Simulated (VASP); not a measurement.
# H (P6_3/mmc) in VASP: further runs

Aim: see how the results for H move with the level of theory and the settings. Levels: PBE, BLYP, RPBE. Tasks: single point.

Everything below comes from runs of VASP 6.6.1. Logs are shortened: lines on timing, memory, paths and dates and some standing lists are left out, and cuts for length are marked.

## (1) The cell of the first run

The structure is hexagonal, space group P6_3/mmc (No. 194). The conventional cell has a = 5.170 Å, b = 5.170 Å, c = 3.850 Å, α = 90.00°, β = 90.00°, γ = 120.00°. Within 4.7 Å of H (site symmetry -6m2) lie 8 H at 3.55 to 3.85 Å.

## (2) Single point, PBE, collinear spin

INCAR

```
PREC = Accurate
ENCUT = 520
EDIFF = 1E-6
ISMEAR = 0
SIGMA = 0.1
LREAL = False
LASPH = True
NELM = 150
ALGO = Normal
ISIF = 2
LWAVE = False
LCHARG = False
ISPIN = 2
MAGMOM = 1 1
LORBIT = 11
GGA = PE
NBANDS = 12
```

KPOINTS

```
regular mesh
0
Gamma
  3 3 4
```

POSCAR

```
H
1.0
    5.1702470185      0.0000000000      0.0000000000
   -2.5851235093      4.4775652619      0.0000000000
    0.0000000000      0.0000000000      3.8495250000
H
2
Direct
    0.3333333300      0.6666666700      0.2500000000
    0.6666666700      0.3333333300      0.7500000000
```

Potentials or basis: VASP PAW PBE potentials, release 64 (H).

Launch:

```bash
$ cat potpaw_PBE.64/H/POTCAR > POTCAR
$ mpirun -np 1 vasp_std > vasp.out
```

OUTCAR:

```text
PREC = Accurate
   ENCUT = 520
   EDIFF = 1E-6
   ISMEAR = 0
   LREAL = False
   LASPH = True
   NELM = 150
   ISIF = 2
   ISPIN = 2
   LORBIT = 11
   GGA = PE

 ion  position               nearest neighbor table
   1  0.333  0.667  0.250-
   2  0.667  0.333  0.750-

  LATTYP: Found a hexagonal cell.
 ALAT       =     5.1702470185
 C/A-ratio  =     0.7445534007

  Lattice vectors:

 A1 = (   5.1702470185,   0.0000000000,   0.0000000000)
 A2 = (  -2.5851235093,   4.4775652619,   0.0000000000)
 A3 = (   0.0000000000,   0.0000000000,   3.8495250000)

Analysis of symmetry for initial positions (statically):
=====================================================================
 Subroutine PRICEL returns:
 Original cell was already a primitive cell.

 Routine SETGRP: Setting up the symmetry group for a
 hexagonal supercell.

 Subroutine GETGRP returns: Found 24 space group operations
 (whereof 12 operations were pure point group operations)
 out of a pool of 24 trial point group operations.

The static configuration has the point symmetry D_3d.
 The point group associated with its full space group is D_6h.

Analysis of symmetry for dynamics (positions and initial velocities):
=====================================================================
 Subroutine PRICEL returns:
 Original cell was already a primitive cell.

 Routine SETGRP: Setting up the symmetry group for a
 hexagonal supercell.

 Subroutine GETGRP returns: Found 24 space group operations
 (whereof 12 operations were pure point group operations)
 out of a pool of 24 trial point group operations.

The dynamic configuration has the point symmetry D_3d.
 The point group associated with its full space group is D_6h.

Analysis of structural, dynamic, and magnetic symmetry:
=====================================================================
 Subroutine PRICEL returns:
 Original cell was already a primitive cell.

 Routine SETGRP: Setting up the symmetry group for a
 hexagonal supercell.

 Subroutine GETGRP returns: Found 24 space group operations
 (whereof 12 operations were pure point group operations)
 out of a pool of 24 trial point group operations.

The overall configuration has the point symmetry D_3d.
 The point group associated with its full space group is D_6h.

 Subroutine INISYM returns: Found 24 space group operations
 (whereof 12 operations are pure point group operations),
 and found     1 'primitive' translations

----------------------------------------------------------------------------------------

                                     Primitive cell

  volume of cell :      89.1170

  direct lattice vectors                    reciprocal lattice vectors
     5.170247018  0.000000000  0.000000000     0.193414356  0.111667831  0.000000000
    -2.585123509  4.477565262  0.000000000     0.000000000  0.223335662  0.000000000
     0.000000000  0.000000000  3.849525000     0.000000000  0.000000000  0.259772310

  length of vectors
     5.170247018  5.170247019  3.849525000     0.223335662  0.223335662  0.259772310

  position of ions in fractional coordinates (direct lattice)
     0.333333330  0.666666670  0.250000000
     0.666666670  0.333333330  0.750000000

  ion indices of the primitive-cell ions
   primitive index   ion index
                 1           1
                 2           2

----------------------------------------------------------------------------------------

 KPOINTS: regular mesh

Automatic generation of k-mesh.
 Grid dimensions read from file:
 generate k-points for:    3    3    4

 Generating k-lattice:

  Cartesian coordinates                     Fractional coordinates (reciprocal lattice)
     0.064471452  0.037222610  0.000000000     0.333333333  0.000000000  0.000000000
     0.000000000  0.074445221  0.000000000     0.000000000  0.333333333  0.000000000
     0.000000000  0.000000000  0.064943077     0.000000000  0.000000000  0.250000000

  Length of vectors
     0.074445221  0.074445221  0.064943077

  Shift w.r.t. Gamma in fractional coordinates (k-lattice)
     0.000000000  0.000000000  0.000000000
[... 24 lines left out ...]
   NGXF,Y,Z  is equivalent  to a cutoff of  25.72, 25.72, 25.91 a.u.
 SYSTEM =  unknown system
   PREC   = accura    normal or accurate (medium, high low for compatibility)
   ISTART =      0    job   : 0-new  1-cont  2-samecut
   ICHARG =      2    charge: 1-file 2-atom 10-const
   ISPIN  =      2    spin polarized calculation?
   LNONCOLLINEAR =      F non collinear calculations
   LSORBIT =      F    spin-orbit coupling
   LASPH  =      T    aspherical Exc in radial PAW
   ENCUT  =  520.0 eV  38.22 Ry    6.18 a.u.   9.61  9.61  7.16*2*pi/ulx,y,z
   NELM   =    150;   NELMIN=  2; NELMDL= -5     # of ELM steps
   EDIFF  = 0.1E-05   stopping-criterion for ELM
   LREAL  =      F    real-space projection
   EDIFFG = 0.1E-04   stopping-criterion for IOM
   NSW    =      0    number of steps for IOM
   IBRION =     -1    ionic relax: 0-MD 1-quasi-New 2-CG
   NFREE  =      0    steps in history (QN), initial steepest desc. (CG)
   ISIF   =      2    stress and relaxation
   ISYM   =      2    0-nonsym 1-usesym 2-fastsym
   POTIM  = 0.5000    time-step for ionic-motion
   TEBEG  =    0.0;   TEEND  =   0.0 temperature during run
   PSTRESS=    0.0 pullay stress
   NELECT =       2.0000    total number of electrons
   NUPDOWN=      -1.0000    fix difference up-down
   EMIN   =  10.00;   EMAX   =-10.00  energy-range for DOS
   EFERMI =   0.00;   METHOD = LEGACY
   ISMEAR =     0;   SIGMA  =   0.10  broadening in eV -4-tet -1-fermi 0-gaus
   EFERMI_NEDOS =   21; number of points for ismear=-14 and -15
   IALGO  =     38    algorithm
   IMIX   =      4    mixing-type and parameters
     AMIX     =   0.40;   BMIX     =  1.00
     AMIX_MAG =   1.60;   BMIX_MAG =  1.00
  volume/ion in A,a.u.               =      44.56       300.70
  Fermi-wavevector in a.u.,A,eV,Ry     =   0.461776  0.872630  2.901267  0.213237
  Thomas-Fermi vector in A             =   1.449004
   LORBIT       =     11    0 simple, 1 ext, 2 COOP (PROOUT), +10 PAW based schemes
   GGA     = PE    functional components
   LHFCALC =     F    Hartree Fock is set to
   AEXX    =    0.0000 exact exchange contribution
   IVDW    =     0    specifies the selected vdW correction
   LEPSILON=     F    determine dielectric tensor
   LRPA    =     F    only Hartree local field effects (RPA)
 spin polarized calculation
 Gauss-broadening in eV      SIGMA  =   0.10
  energy-cutoff  :      520.00
  volume of cell :       89.12
 maximum number of plane-waves:      2420
 NGX is ok and might be reduce to    40
   NGX = 19   NGY = 19   NGZ = 15

 number of electron       2.0000000 magnetization       2.0000000

 Free energy of the ion-electron system (eV)
  ---------------------------------------------------
  ext. energy  EPLUGINS =         0.00000000
  ---------------------------------------------------
  free energy    TOTEN  =        -2.22597686 eV

  energy without entropy =       -2.22597686  energy(sigma->0) =       -2.22597686

 E-fermi :  -5.9800     XC(G=0):   0.7332

 val. band max:       -6.4481195248   @ k =   0.0000   0.0000   0.0000
 cond. band min:       0.1651950622   @ k =   0.3333   0.3333   0.0000
 fundamental gap:      6.6133145870
 Fermi energy:        -5.9800384125

 spin component 1

 k-point     1 :       0.0000    0.0000    0.0000
  band No.  band energies     occupation
      1      -7.8675      1.00000
      2      -6.4481      1.00000
      3       1.7632      0.00000
      4       3.5914      0.00000
      5       3.5914      0.00000
      6       4.6979      0.00000
      7       4.6979      0.00000
      8       6.0651      0.00000
      9       6.9610      0.00000
     10       8.1435      0.00000
     11      10.9668      0.00000
     12      13.0648      0.00000
[... 106 lines left out ...]
 k-point     9 :       0.3333    0.3333    0.5000
  band No.  band energies     occupation
      1      -6.8370      1.00000
      2      -6.8370      1.00000
      3       1.6257      0.00000
      4       1.6257      0.00000
      5       2.6751      0.00000
      6       2.6751      0.00000
      7       6.7991      0.00000
      8       6.7991      0.00000
      9       8.2539      0.00000
     10       8.2539      0.00000
     11       9.2237      0.00000
     12       9.2237      0.00000
 Fermi energy:        -5.9800384125

 spin component 2

 k-point     1 :       0.0000    0.0000    0.0000
  band No.  band energies     occupation
      1       3.5055      0.00000
      2       9.9345      0.00000
      3       9.9355      0.00000
      4      11.7468      0.00000
      5      12.2816      0.00000
      6      12.2824      0.00000
      7      13.1704      0.00000
      8      13.4830      0.00000
      9      15.9546      0.00000
     10      19.8834      0.00000
     11      20.3012      0.00000
     12      23.5297      0.00000
[... 106 lines left out ...]
 k-point     9 :       0.3333    0.3333    0.5000
  band No.  band energies     occupation
      1       6.9718      0.00000
      2       6.9718      0.00000
      3       9.4109      0.00000
      4       9.4109      0.00000
      5      10.3810      0.00000
      6      10.3810      0.00000
      7      16.3320      0.00000
      8      16.3320      0.00000
      9      17.1587      0.00000
     10      17.1587      0.00000
     11      17.4346      0.00000
     12      17.4346      0.00000

------------------------ aborting loop because EDIFF is reached ----------------------------------------

  FORCE on cell =-STRESS in cart. coord.  units (eV):
  Direction    XX          YY          ZZ          XY          YZ          ZX
  --------------------------------------------------------------------------------------
  -------------------------------------------------------------------------------------
  Total        0.0539759      0.0539759      0.0744439     -0.0000000     -0.0000000     -0.0000000
  in kB        0.9703992      0.9703992      1.3383799     -0.0000000     -0.0000000     -0.0000000
  external PRESSURE =       1.0930594 kB  Pullay stress =       0.0000000 kB

 VOLUME and BASIS-vectors are now :
 -----------------------------------------------------------------------------
  energy-cutoff  :      520.00
  volume of cell :       89.12
      direct lattice vectors                 reciprocal lattice vectors
     5.170247018  0.000000000  0.000000000     0.193414356  0.111667831  0.000000000
    -2.585123509  4.477565262  0.000000000     0.000000000  0.223335662  0.000000000
     0.000000000  0.000000000  3.849525000     0.000000000  0.000000000  0.259772310

 POSITION                                       TOTAL-FORCE (eV/Angst)
 -----------------------------------------------------------------------------------
     -0.00000      2.98504      0.96238         0.000000     -0.000000      0.000000
      2.58512      1.49252      2.88714        -0.000000      0.000000      0.000000
 -----------------------------------------------------------------------------------
    total drift:                               -0.000000      0.000000     -0.000000

  FREE ENERGIE OF THE ION-ELECTRON SYSTEM (eV)
  ---------------------------------------------------
  free  energy   TOTEN  =        -2.2259768626 eV

  energy  without entropy=       -2.2259768626  energy(sigma->0) =       -2.22597686

 total charge

# of ion       s       p       d       tot
------------------------------------------
    1        0.382   0.000   0.000   0.382
    2        0.382   0.000   0.000   0.382
--------------------------------------------------
tot          0.763   0.000   0.000   0.763

 magnetization (x)

# of ion       s       p       d       tot
------------------------------------------
    1        0.382   0.000   0.000   0.382
    2        0.382   0.000   0.000   0.382
--------------------------------------------------
tot          0.763   0.000   0.000   0.763
```

Run time: 57 s. Hardware: 1 thread of AMD EPYC 7R13, shared host; peak memory 0.19 GiB.

What came out:

* Free energy: -2.2260 eV
* Pressure: 0.1 GPa
* Band gap on the k mesh: 6.61 eV (least direct gap 7.32 eV)
* Net moment: 2.00 μB per cell
* Site moments: H +0.38 μB
* Valence electrons inside the program's atomic spheres: H 0.38

Caveat: the k points lie up to 0.47 Å⁻¹ apart; the atoms stand far beyond bonding distance. A k mesh can miss the band edges.

## (3) Single point, BLYP, collinear spin

INCAR

```
  PREC = Accurate
  ENCUT = 520
  EDIFF = 1E-6
  ISMEAR = 0
  SIGMA = 0.1
  LREAL = F
  LASPH = T
  NELM = 150
  ALGO = Normal
  ISIF = 2
  LWAVE = F
  LCHARG = T
  ISPIN = 2
  MAGMOM = 1.03 1.03
  LORBIT = 11
  GGA = B5
  ALDAX = 1.0
  AGGAX = 1.0
  AGGAC = 1.0
  ALDAC = 0.0
  LELF = T
  LVHAR = T
  NBANDS = 12
```

KPOINTS

```
Automatic mesh
0
Gamma
  3 3 4
```

POSCAR

```
H
1.0
    5.1702470185      0.0000000000      0.0000000000
   -2.5851235093      4.4775652619      0.0000000000
    0.0000000000      0.0000000000      3.8495250000
H
2
Direct
    0.3333333333      0.6666666667      0.2500000000
    0.6666666667      0.3333333333      0.7500000000
```

Potentials or basis: VASP PAW PBE potentials, release 64 (H).

Launch:

```bash
$ cat potpaw_PBE.64/H/POTCAR > POTCAR
$ mpirun -np 1 vasp_std > vasp.out
```

Wall time 81 s (1 thread of AMD EPYC 7R13, shared host); peak memory 0.2 GiB.

The run converged. Its results:

```
Free energy                                           : -2.0006 eV
Pressure                                              : 0.2 GPa
Band gap on the k mesh                                : 5.50 eV
Net moment                                            : 2.00 μB per cell
Site moments                                          : H +0.38 μB
Valence electrons inside the program's atomic spheres : H 0.38
```

Levels at points of the mesh, in eV from the valence-band top:
Spin up:
```csv
k point,band 1,band 2,band 3,band 4,band 5,band 6,band 7
"(0.00, 0.00, 0.00)",-1.37,0.00,8.69,10.21,10.21,11.43,11.43
"(0.00, 0.00, 0.50)",-0.46,-0.46,8.56,8.56,12.37,12.37,12.37
```
Spin down:
```csv
k point,band 1,band 2,band 3
"(0.00, 0.00, 0.00)",5.50,10.09,12.77
"(0.00, 0.00, 0.50)",7.80,7.80,13.10
```

Caveat: the k points lie up to 0.47 Å⁻¹ apart; the atoms stand far beyond bonding distance; the PAW data sets were made with another functional, which shifts forces and pressure a little.

## (4) Single point, RPBE, collinear spin

INCAR

```
PREC = Accurate
ENCUT = 520
EDIFF = 1E-6
ISMEAR = 1
SIGMA = 0.077
LREAL = F
LASPH = T
NELM = 150
ALGO = Normal
ISIF = 2
LWAVE = F
LCHARG = F
ISPIN = 2
MAGMOM = 1.03 1.03
LORBIT = 11
GGA = RP
NBANDS = 12
```

KPOINTS is that of step 3.

POSCAR is that of step 3.

Launch:

```bash
$ cat potpaw_PBE.64/H/POTCAR > POTCAR
$ mpirun -np 1 vasp_std > vasp.out
```

Wall time 65 s (1 thread of AMD EPYC 7R13, shared host); peak memory 0.19 GiB.

It converged, with:

```
Free energy                                           : -2.3934 eV
Pressure                                              : 0.2 GPa
Band gap on the k mesh                                : 6.66 eV (least direct gap 7.34 eV)
Net moment                                            : 2.00 μB per cell
Site moments                                          : H +0.39 μB
Valence electrons inside the program's atomic spheres : H 0.39
```

Levels at points of the mesh, in eV from the valence-band top:
Spin up:
```csv
k point,band 1,band 2,band 3,band 4,band 5,band 6
"(0.00, 0.00, 0.00)",-1.36,0.00,8.18,10.28,10.28,11.25
"(0.00, 0.00, 0.50)",-0.46,-0.46,8.38,8.38,12.43,12.43
```
Spin down:
```tsv
k point	band 1	band 2	band 3	band 4	band 5
(0.00, 0.00, 0.00)	10.19	16.66	16.66	18.34	19.23
(0.00, 0.00, 0.50)	12.70	12.70	19.17	19.17	19.17
```

Caveat: the k points lie up to 0.47 Å⁻¹ apart; the atoms stand far beyond bonding distance; the PAW data sets were made with another functional, which shifts forces and pressure a little. A k mesh can miss the band edges.

(Part 1 of 2 ends here.)
